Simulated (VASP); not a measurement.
# BeB2 in VASP: a series of runs

The runs below take BeB2 through single point, with PBEsol.

Program: VASP 6.6.1. These are calculated values, not measurements. Logs are shortened: lines on timing, memory, paths and dates and some standing lists are left out, and cuts for length are marked.

### Step 1. The cell of the first run

The cell holds a slab with vacuum, 12 atoms: a = 4.106 Å, b = 2.930 Å, c = 20.295 Å, α = 90.00°, β = 90.00°, γ = 69.10°.

### Step 2. Single point, PBEsol

The input, INCAR:

```
ALGO = Normal ; DIPOL = 0.5 0.5 0.492
EDIFF = 1E-6 ; ENCUT = 520
GGA = PS ; IDIPOL = 3
ISIF = 2 ; ISMEAR = -1
LASPH = T ; LCHARG = F
LDIPOL = T ; LREAL = F
LWAVE = F ; NBANDS = 28
NELM = 80 ; PREC = Accurate
SIGMA = 0.1
```

The input, KPOINTS:

```
k-points
0
Gamma
  6 6 1
```

The input, POSCAR:

```
BeB2
1.0
    4.1063539576      0.0000000000      0.0000000000
    1.0450981785      2.7369428000      0.0000000000
    0.0000000000      0.0000000000     20.2948944516
Be B
4 8
Direct
    0.0000000000      0.0000000000      0.3202775957
    0.4374253999      0.2812872997      0.4140458067
    0.8748507999      0.5625745994      0.5078140177
    0.3122761998      0.8438618991      0.6015822288
    0.8645211652      0.5677394221      0.3984177712
    0.5729042348      0.7135478776      0.3359056312
    0.3019465651      0.8490267218      0.4921859823
    0.0103296347      0.9948351772      0.4296738422
    0.7393719650      0.1303140215      0.5859541933
    0.4477550346      0.2761224769      0.5234420532
    0.1767973650      0.4116013212      0.6797224043
    0.8851804346      0.5574097766      0.6172102642
```

Potentials or basis: VASP PAW PBE potentials, release 64 (Be, B).

Started as:

```sh
cat potpaw_PBE.64/Be/POTCAR potpaw_PBE.64/B/POTCAR > POTCAR
mpirun -np 1 vasp_std > vasp.out
```

OUTCAR:

```text
EDIFF = 1E-6
   ENCUT = 520
   GGA = PS
   ISIF = 2
   ISMEAR = -1
   LASPH = T
   LREAL = F
   NELM = 80
   PREC = Accurate

 ion  position               nearest neighbor table
   1  0.000  0.000  0.320-   5 2.22   6 2.22   5 2.22   6 2.22   8 2.22   6 2.22
   2  0.437  0.281  0.414-   6 2.22   8 2.22   5 2.22   7 2.22   6 2.22   8 2.22   5 2.22   7 2.22
                             5 2.22  10 2.22   8 2.22
   3  0.875  0.563  0.508-   8 2.22   7 2.22  10 2.22   9 2.22   8 2.22   7 2.22  10 2.22   9 2.22
                            10 2.22   7 2.22  12 2.22   5 2.22
   4  0.312  0.844  0.602-  11 2.22  12 2.22   9 2.22  10 2.22  11 2.22  12 2.22   9 2.22  10 2.22
                            12 2.22   7 2.22   9 2.22
   5  0.865  0.568  0.398-   8 1.69   6 1.69   8 1.69   1 2.22   2 2.22   1 2.22   2 2.22   2 2.22
                             3 2.22
   6  0.573  0.714  0.336-   5 1.69   2 2.22   1 2.22   2 2.22   1 2.22   1 2.22
   7  0.302  0.849  0.492-  10 1.69   8 1.69  10 1.69   3 2.22   2 2.22   3 2.22   2 2.22   3 2.22
                             4 2.22
   8  0.010  0.995  0.430-   5 1.69   7 1.69   5 1.69   3 2.22   2 2.22   3 2.22   2 2.22   1 2.22
                             2 2.22
   9  0.739  0.130  0.586-  12 1.69  10 1.69  12 1.69   4 2.22   3 2.22   4 2.22   3 2.22   4 2.22

  10  0.448  0.276  0.523-   7 1.69   9 1.69   7 1.69   3 2.22   4 2.22   3 2.22   4 2.22   3 2.22
                             2 2.22
  11  0.177  0.412  0.680-  12 1.69   4 2.22   4 2.22
  12  0.885  0.557  0.617-   9 1.69  11 1.69   9 1.69   4 2.22   4 2.22   4 2.22   3 2.22

  LATTYP: Found a base centered orthorhombic cell.
 ALAT       =     2.9296904432
 B/A-ratio  =     2.6188379742
 C/A-ratio  =     6.9273170135

  Lattice vectors:

 A1 = (  -4.1063539576,   0.0000000000,   0.0000000000)
 A2 = (   3.0612557791,  -2.7369428000,   0.0000000000)
 A3 = (   0.0000000000,   0.0000000000,  20.2948944516)

Analysis of symmetry for initial positions (statically):
=====================================================================
 Subroutine PRICEL returns:
 Original cell was already a primitive cell.

 Routine SETGRP: Setting up the symmetry group for a
 base centered orthorhombic supercell.

 Subroutine GETGRP returns: Found  2 space group operations
 (whereof  2 operations were pure point group operations)
 out of a pool of  8 trial point group operations.

The static configuration has the point symmetry C_1h.

Analysis of symmetry for dynamics (positions and initial velocities):
=====================================================================
 Subroutine PRICEL returns:
 Original cell was already a primitive cell.

 Routine SETGRP: Setting up the symmetry group for a
 base centered orthorhombic supercell.

 Subroutine GETGRP returns: Found  2 space group operations
 (whereof  2 operations were pure point group operations)
 out of a pool of  8 trial point group operations.

The dynamic configuration has the point symmetry C_1h.

 Subroutine INISYM returns: Found  2 space group operations
 (whereof  2 operations are pure point group operations),
 and found     1 'primitive' translations

----------------------------------------------------------------------------------------

                                     Primitive cell

  volume of cell :     228.0914

  direct lattice vectors                    reciprocal lattice vectors
     4.106353958  0.000000000  0.000000000     0.243525037 -0.092989730  0.000000000
     1.045098178  2.736942800  0.000000000     0.000000000  0.365371173  0.000000000
     0.000000000  0.000000000 20.294894452     0.000000000  0.000000000  0.049273476

  length of vectors
     4.106353958  2.929690443 20.294894452     0.260675150  0.365371173  0.049273476

  position of ions in fractional coordinates (direct lattice)
     0.000000000  0.000000000  0.320277596
     0.437425400  0.281287300  0.414045807
     0.874850800  0.562574599  0.507814018
     0.312276200  0.843861899  0.601582229
     0.864521165  0.567739422  0.398417771
     0.572904235  0.713547878  0.335905631
     0.301946565  0.849026722  0.492185982
     0.010329635  0.994835177  0.429673842
     0.739371965  0.130314021  0.585954193
     0.447755035  0.276122477  0.523442053
     0.176797365  0.411601321  0.679722404
     0.885180435  0.557409777  0.617210264

  ion indices of the primitive-cell ions
   primitive index   ion index
                 1           1
                 2           2
                 3           3
                 4           4
                 5           5
                 6           6
                 7           7
                 8           8
                 9           9
                10          10
                11          11
                12          12

----------------------------------------------------------------------------------------

 KPOINTS: k-points

Automatic generation of k-mesh.
 Grid dimensions read from file:
 generate k-points for:    6    6    1

 Generating k-lattice:

  Cartesian coordinates                     Fractional coordinates (reciprocal lattice)
     0.040587506 -0.015498288  0.000000000     0.166666667  0.000000000  0.000000000
     0.000000000  0.060895195  0.000000000     0.000000000  0.166666667  0.000000000
     0.000000000  0.000000000  0.049273476     0.000000000  0.000000000  1.000000000

  Length of vectors
     0.043445858  0.060895195  0.049273476

  Shift w.r.t. Gamma in fractional coordinates (k-lattice)
     0.000000000  0.000000000  0.000000000

 Subroutine IBZKPT returns following result:
 ===========================================

 Found     13 irreducible k-points:

 Following reciprocal coordinates:
            Coordinates               Weight
  0.000000  0.000000  0.000000      1.000000
  0.166667  0.000000  0.000000      2.000000
  0.333333  0.000000  0.000000      2.000000
  0.500000  0.000000  0.000000      1.000000
  0.000000  0.166667  0.000000      4.000000
  0.333333  0.166667  0.000000      4.000000
  0.500000  0.166667  0.000000      4.000000
  0.000000  0.333333  0.000000      4.000000
  0.166667  0.333333  0.000000      2.000000
  0.500000  0.333333  0.000000      4.000000
 -0.333333  0.333333  0.000000      2.000000
  0.000000  0.500000  0.000000      2.000000
  0.166667  0.500000  0.000000      4.000000
   k-points           NKPTS =     13   k-points in BZ     NKDIM =     13   number of bands    NBANDS=     28
   number of dos      NEDOS =    301   number of ions     NIONS =     12
   total plane-waves  NPLWV = 122880
   dimension x,y,z NGX =    32 NGY =   24 NGZ =  160
   dimension x,y,z NGXF=    64 NGYF=   48 NGZF=  320
   ions per type =               4   8
   NGX,Y,Z   is equivalent  to a cutoff of  12.96, 13.62, 13.11 a.u.
   NGXF,Y,Z  is equivalent  to a cutoff of  25.91, 27.24, 26.21 a.u.
 SYSTEM =  unknown system
   PREC   = accura    normal or accurate (medium, high low for compatibility)
   ISTART =      0    job   : 0-new  1-cont  2-samecut
   ICHARG =      2    charge: 1-file 2-atom 10-const
   ISPIN  =      1    spin polarized calculation?
   LNONCOLLINEAR =      F non collinear calculations
   LSORBIT =      F    spin-orbit coupling
   LASPH  =      T    aspherical Exc in radial PAW
   ENCUT  =  520.0 eV  38.22 Ry    6.18 a.u.   7.64  5.45 37.74*2*pi/ulx,y,z
   NELM   =     80;   NELMIN=  2; NELMDL= -5     # of ELM steps
   EDIFF  = 0.1E-05   stopping-criterion for ELM
   LREAL  =      F    real-space projection
   EDIFFG = 0.1E-04   stopping-criterion for IOM
   NSW    =      0    number of steps for IOM
   IBRION =     -1    ionic relax: 0-MD 1-quasi-New 2-CG
   NFREE  =      0    steps in history (QN), initial steepest desc. (CG)
   ISIF   =      2    stress and relaxation
   ISYM   =      2    0-nonsym 1-usesym 2-fastsym
   POTIM  = 0.5000    time-step for ionic-motion
   TEBEG  =    0.0;   TEEND  =   0.0 temperature during run
   PSTRESS=    0.0 pullay stress
   NELECT =      32.0000    total number of electrons
   NUPDOWN=      -1.0000    fix difference up-down
   EMIN   =  10.00;   EMAX   =-10.00  energy-range for DOS
   EFERMI =   0.00;   METHOD = LEGACY
   ISMEAR =    -1;   SIGMA  =   0.10  broadening in eV -4-tet -1-fermi 0-gaus
   EFERMI_NEDOS =   21; number of points for ismear=-14 and -15
   IALGO  =     38    algorithm
   IMIX   =      4    mixing-type and parameters
     AMIX     =   0.40;   BMIX     =  1.00
     AMIX_MAG =   1.60;   BMIX_MAG =  1.00
  volume/ion in A,a.u.               =      19.01       128.27
  Fermi-wavevector in a.u.,A,eV,Ry     =   0.850658  1.607511  9.845444  0.723620
  Thomas-Fermi vector in A             =   1.966670
   LORBIT       =      0    0 simple, 1 ext, 2 COOP (PROOUT), +10 PAW based schemes
   GGA     = PS    functional components
   LHFCALC =     F    Hartree Fock is set to
   AEXX    =    0.0000 exact exchange contribution
   IVDW    =     0    specifies the selected vdW correction
   LEPSILON=     F    determine dielectric tensor
   LRPA    =     F    only Hartree local field effects (RPA)
 non-spin polarized calculation
  energy-cutoff  :      520.00
  volume of cell :      228.09
 maximum number of plane-waves:      6209
 NGX is ok and might be reduce to    32
   NGX = 15   NGY = 11   NGZ = 75

 dipolmoment           0.000000      0.000000     -0.250170 electrons x Angstroem

 number of electron      32.0000000 magnetization

 dipolmoment           0.000000      0.000000      0.060994 electrons x Angstroem

 Free energy of the ion-electron system (eV)
  ---------------------------------------------------
  ext. energy  EPLUGINS =         0.00000000
  ---------------------------------------------------
  free energy    TOTEN  =       -64.39775021 eV

  energy without entropy =      -64.26142017  energy(sigma->0) =      -64.32958519

 E-fermi :  -0.7383     XC(G=0):  -5.5668

 val. band max:       -0.8047275568   @ k =   0.1667   0.5000   0.0000
 cond. band min:      -0.7363399381   @ k =   0.3333   0.0000   0.0000
 fundamental gap:      0.0683876187
 Fermi energy:        -0.7382708831

 k-point     1 :       0.0000    0.0000    0.0000
  band No.  band energies     occupation
      1     -14.6968      2.00000
      2     -13.2398      2.00000
      3     -11.1831      2.00000
      4      -9.2506      2.00000
      5      -6.9396      2.00000
      6      -6.5430      2.00000
[... 20 lines left out ...]
     27       5.1902      0.00000
     28       5.4189      0.00000

 k-point     2 :       0.1667    0.0000    0.0000
  band No.  band energies     occupation
      1     -14.4931      2.00000
      2     -13.0640      2.00000
      3     -11.1341      2.00000
      4      -9.5441      2.00000
      5      -7.9712      2.00000
      6      -7.2529      2.00000
[... 20 lines left out ...]
     27       5.7304      0.00000
     28       5.7449      0.00000

 k-point     3 :       0.3333    0.0000    0.0000
  band No.  band energies     occupation
      1     -13.8955      2.00000
      2     -12.6326      2.00000
      3     -11.5413      2.00000
      4     -10.0899      2.00000
      5      -8.7981      2.00000
      6      -7.9502      2.00000
[... 275 lines left out ...]
      3      -9.8532      2.00000
      4      -9.3177      2.00000
      5      -8.1638      2.00000
      6      -7.9558      2.00000
[... 20 lines left out ...]
     27       5.5376      0.00000
     28       5.9425      0.00000

 k-point    13 :       0.1667    0.5000    0.0000
  band No.  band energies     occupation
      1     -11.3839      2.00000
      2     -10.2969      2.00000
      3      -9.9459      2.00000
      4      -9.3122      2.00000
      5      -8.6210      2.00000
      6      -8.0572      2.00000
[... 20 lines left out ...]
     27       5.8508      0.00000
     28       6.3816      0.00000

------------------------ aborting loop because EDIFF is reached ----------------------------------------

 vacuum level on the upper side and lower side of the slab       (xc-potential included)         0.404        -0.489

  FORCE on cell =-STRESS in cart. coord.  units (eV):
  Direction    XX          YY          ZZ          XY          YZ          ZX
  --------------------------------------------------------------------------------------
  -------------------------------------------------------------------------------------
  Total       -8.5788070     -6.9531555     -3.9126948      0.7267141     -0.1887711      0.4943615
  in kB      -60.2599244    -48.8408963    -27.4838552      5.1046415     -1.3259807      3.4725326
  external PRESSURE =     -45.5282253 kB  Pullay stress =       0.0000000 kB

 VOLUME and BASIS-vectors are now :
 -----------------------------------------------------------------------------
  energy-cutoff  :      520.00
  volume of cell :      228.09
      direct lattice vectors                 reciprocal lattice vectors
     4.106353958  0.000000000  0.000000000     0.243525037 -0.092989730  0.000000000
     1.045098178  2.736942800  0.000000000     0.000000000  0.365371173  0.000000000
     0.000000000  0.000000000 20.294894452     0.000000000  0.000000000  0.049273476

 POSITION                                       TOTAL-FORCE (eV/Angst)
 -----------------------------------------------------------------------------------
      0.00000      0.00000      6.50000         0.501412     -0.191463      1.400329
      2.09020      0.76987      8.40302         0.179433     -0.068516     -0.220989
      4.18039      1.53973     10.30603        -0.084958      0.032441      0.093661
      2.16424      2.30960     12.20905        -0.230173      0.087891      0.087527
      4.14337      1.55387      8.08585        -0.459932      0.175624     -1.053587
      3.09828      1.95294      6.81717        -0.346531      0.132323     -0.164863
      2.12722      2.32374      9.98886        -0.090249      0.034462      0.502290
      1.08212      2.72281      8.72019         0.238044     -0.090897     -0.054952
      3.17231      0.35666     11.89188         0.126538     -0.048318      0.779205
      2.12722      0.75573     10.62320        -0.247853      0.094642     -0.595901
      1.15616      1.12653     13.79489         0.206114     -0.078704     -1.030375
      4.21741      1.52560     12.52622         0.208156     -0.079484      0.257654
 -----------------------------------------------------------------------------------
    total drift:                               -0.000018      0.000008     -0.000017

  FREE ENERGIE OF THE ION-ELECTRON SYSTEM (eV)
  ---------------------------------------------------
  free  energy   TOTEN  =       -64.3977502137 eV

  energy  without entropy=      -64.2614201706  energy(sigma->0) =      -64.32958519

 vacuum level on the upper side and lower side of the slab         5.155         4.179
```

Run time: 2.4 min. Hardware: 1 thread of Intel Xeon Platinum 8259CL at 2.50GHz (Skylake/Cascade Lake), shared host; peak memory 0.35 GiB.

What came out:

- Free energy: -64.3978 eV
- Largest force: 1.500 eV/Å
- Band gap on the k mesh: zero (bands 16 and 17 overlap by 0.79 eV)

Forces in eV/Å, atoms in the order of the input:
```
Be   0.501 -0.191  1.400
Be   0.179 -0.069 -0.221
Be  -0.085  0.032  0.094
Be  -0.230  0.088  0.088
B   -0.460  0.176 -1.054
B   -0.347  0.132 -0.165
B   -0.090  0.034  0.502
B    0.238 -0.091 -0.055
B    0.127 -0.048  0.779
B   -0.248  0.095 -0.596
B    0.206 -0.079 -1.030
B    0.208 -0.079  0.258
```

Levels at points of the mesh, in eV from the Fermi level:
```csv
k point,band 14,band 15,band 16,band 17,band 18,band 19
"(0.00, 0.00, 0.00)",-1.50,-0.75,-0.67,0.01,1.34,2.96
"(0.50, 0.00, 0.00)",-0.17,-0.07,0.55,2.28,3.81,3.84
"(0.00, 0.50, 0.00)",-1.43,-0.96,-0.40,-0.25,0.48,1.56
```

Caveat: the k points lie up to 0.38 Å⁻¹ apart, too coarse for converged energies and pressures of a metal; the PAW data sets were made with another functional, which shifts forces and pressure a little.

### Step 3. Single point, PBEsol

This run uses another cell than the first one.

The input, INCAR:

```
SYSTEM = BeB2
PREC = Accurate
ENCUT = 520
EDIFF = 1E-7
ISMEAR = -1
SIGMA = 0.1
LREAL = .FALSE.
LASPH = .TRUE.
NELM = 80
ALGO = Normal
ISIF = 2
LWAVE = .FALSE.
LCHARG = .TRUE.
LDIPOL = .TRUE.
IDIPOL = 3
DIPOL = 0.5 0.5 0.493
GGA = PS
LELF = .TRUE.
LVHAR = .TRUE.
LVACPOTAV = .TRUE.
NBANDS = 28
```

The input, KPOINTS:

```
Automatic mesh
0
G
  6 6 1
  0 0 0
```

The input, POSCAR:

```
BeB2
1.0
    4.1063539576      0.0000000000      0.0000000000
    1.0450981785      2.7369428000      0.0000000000
    0.0000000000      0.0000000000     23.2948944516
Be B
4 8
Direct
    0.0000000000      0.0000000000      0.3434228911
    0.4374253999      0.2812872997      0.4251152958
    0.8748507999      0.5625745994      0.5068077005
    0.3122761998      0.8438618991      0.5885001053
    0.8645211652      0.5677394221      0.4114998947
    0.5729042348      0.7135478776      0.3570382921
    0.3019465651      0.8490267218      0.4931922995
    0.0103296347      0.9948351772      0.4387306969
    0.7393719650      0.1303140215      0.5748847042
    0.4477550346      0.2761224769      0.5204231016
    0.1767973650      0.4116013212      0.6565771089
    0.8851804346      0.5574097766      0.6021155063
```

Potentials or basis: VASP PAW PBE potentials, release 64 (Be, B).

Started as:

```sh
cat potpaw_PBE.64/Be/POTCAR potpaw_PBE.64/B/POTCAR > POTCAR
mpirun -np 1 vasp_std > vasp.out
```

Wall time 2.9 min (1 thread of Intel Xeon Platinum 8259CL at 2.50GHz (Skylake/Cascade Lake), shared host); peak memory 0.38 GiB.

Results (log left out):

| Quantity | Value |
| --- | --- |
| Free energy | -64.3980 eV |
| Largest force | 1.500 eV/Å |
| Band gap on the k mesh | zero (bands 16 and 17 overlap by 0.79 eV) |

Forces on the atoms (eV/Å):
```
Be   0.501 -0.191  1.400
Be   0.179 -0.069 -0.221
Be  -0.085  0.032  0.094
Be  -0.230  0.088  0.088
B   -0.460  0.176 -1.054
B   -0.347  0.132 -0.165
B   -0.090  0.034  0.502
B    0.238 -0.091 -0.055
B    0.127 -0.048  0.779
B   -0.248  0.095 -0.596
B    0.206 -0.079 -1.030
B    0.208 -0.079  0.258
```

Levels at points of the mesh, in eV from the Fermi level:
```
           k point  band 14  band 15  band 16  band 17  band 18  band 19
(0.00, 0.00, 0.00)    -1.50    -0.75    -0.67     0.01     1.34     2.96
(0.50, 0.00, 0.00)    -0.17    -0.07     0.55     2.28     3.81     3.84
(0.00, 0.50, 0.00)    -1.43    -0.96    -0.40    -0.25     0.48     1.56
```

Caveat: the k points lie up to 0.38 Å⁻¹ apart, too coarse for converged energies and pressures of a metal; the PAW data sets were made with another functional, which shifts forces and pressure a little.

The gap in the log of VASP goes by the Fermi energy; the results here count the filled bands.